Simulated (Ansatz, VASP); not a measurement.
# One calculation of GdN, two programs

```
CELL_PARAMETERS angstrom
0.00000 2.49950 2.49950
4.99900 2.49950 2.49950
4.99900 4.99900 0.00000
ATOMIC_POSITIONS crystal
Gd 0.50000 0.50000 0.00000
Gd 0.50000 0.50000 0.50000
N 0.00000 0.00000 0.00000
N 0.00000 0.00000 0.50000
```

Alike in both runs: task single point; functional PBEsol; k mesh 7 × 7 × 7; occupations gaussian, width 0.05 eV; collinear spin.

```csv
,VASP,Ansatz
version,VASP 6.6.1,Ansatz 0.2.0
potentials or method,"VASP PAW PBE potentials, release 64 (Gd, N), cutoff 520 eV","scalar-relativistic, plane waves, PAW"
valence electrons in the cell,46,46
```

```tsv
	VASP	Ansatz	Ansatz less VASP
gap on the k mesh at the Fermi level (eV)	none	none	-
pressure (GPa)	-6.6	-6.7	-0.13
net moment per atom (μB)	3.50	3.50	0.000
size of the moment on the site where the two differ most (μB)	6.81	6.87	+0.053
```

VASP's potentials were made for PBE, not for PBEsol. Site moments also hang on the region over which each program counts them. A gap of «none» marks a metal or a gap that the smearing closes.

Spin-orbit coupling is off throughout.
